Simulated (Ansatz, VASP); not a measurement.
# Sn in VASP and in Ansatz

File INCAR:

```
SYSTEM = Sn
  ALGO = Fast
  EDIFF = 1E-7
  ENCUT = 520
  GGA = PS
  ISIF = 2
  ISMEAR = -1
  LASPH = .True.
  LCHARG = .True.
  LELF = .True.
  LREAL = .False.
  LVHAR = .True.
  LWAVE = .False.
  NBANDS = 13
  NELM = 80
  PREC = Accurate
  SIGMA = 0.05
```

The input KPOINTS:

```
k-points
0
Gamma
  10 10 10
  0 0 0
```

The input POSCAR:

```
Sn
1.0
   -2.0426281431      2.0426281431      1.6717587207
    2.0426281431     -2.0426281431      1.6717587207
    2.0426281431      2.0426281431     -1.6717587207
Sn
1
Direct
    0.0000000000      0.0000000000      0.0000000000
```

Contents of input.yaml:

```yaml
crystal:
  lattice:
    - [-2.0426281431, 2.0426281431, 1.6717587207]
    - [2.0426281431, -2.0426281431, 1.6717587207]
    - [2.0426281431, 2.0426281431, -1.6717587207]
  atoms:
    - { symbol: Sn, position: [0.0, 0.0, 0.0] }
kpoints:
  mp_grid: { grid: [10, 10, 10] }
scf:
  occupations: { method: fermi_dirac, width: 0.05 }
hamiltonian:
  xc: pbesol
  pseudopotentials: { kind: all_electron, lapw: { basis_error: 0.0005 } }
output:
  forces: true
  stress: true
  eigenvalues: true
```

Change from the starting cell: volume scaled by 1.02.

Alike in both runs: task single point; functional PBEsol; k mesh 10 × 10 × 10; occupations fermi-dirac, width 0.05 eV; no spin polarisation.

```csv
,VASP,Ansatz
version,VASP 6.6.1,Ansatz 0.2.0
potentials or method,"VASP PAW PBE potentials, release 64 (Sn_d), cutoff 520 eV","all-electron LAPW, scalar-relativistic"
```

```tsv
	VASP	Ansatz	Ansatz less VASP
gap on the k mesh at the Fermi level (eV)	none	none	-
pressure (GPa)	-2.8	-2.8	-0.02
traceless stress, the component that is largest in VASP (GPa)	0.51	0.51	-0.002
```

VASP's potentials were made for PBE, not for PBEsol. A gap of «none» marks a metal or a gap that the smearing closes. Ansatz ran all-electron here, and VASP with PAW potentials.
